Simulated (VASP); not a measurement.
**Pt: single point with PBE**

The system is Pt.

```xyz
1
Lattice="0.0000 1.9650 1.9650 1.9650 0.0000 1.9650 1.9650 1.9650 0.0000" Properties=species:S:1:pos:R:3 pbc="T T T"
Pt    0.0000    0.0000    0.0000
```

This cell differs from its parent crystal: volume scaled by 0.97.

```
Program             : VASP 6.6.1
Task                : single point
Functional          : PBE
Potentials or basis : VASP PAW PBE potentials, release 64 (Pt)
Cutoff              : 520 eV
k mesh              : 18 × 18 × 18
Occupations         : gaussian, width 0.1 eV
Spin                : no spin polarisation
```

* Pressure: 7.7 GPa
* Band gap on the k mesh: zero (band 5 reaches 11.63 eV, above the bottom of band 6 at 9.42 eV)

Levels at points of the mesh, in eV from the Fermi level:
```tsv
k point	band 1	band 2	band 3	band 4	band 5	band 6	band 7	band 8	band 9	band 10
(0.00, 0.00, 0.00)	-10.15	-3.75	-3.75	-3.75	-1.62	-1.62	14.66	19.59	19.59	19.59
(0.50, 0.00, 0.00)	-7.26	-3.82	-3.82	-0.45	0.03	0.03	5.79	14.22	18.94	18.94
(0.50, 0.50, 0.00)	-7.01	-6.56	0.00	0.48	0.48	1.79	8.81	11.37	11.37	20.07
```

It took 44 s on 1 thread of Intel Xeon 8259CL, on a shared host, peak memory 0.16 GiB.

Caveat: spin-orbit coupling is left out, which moves the levels of the heavy elements.
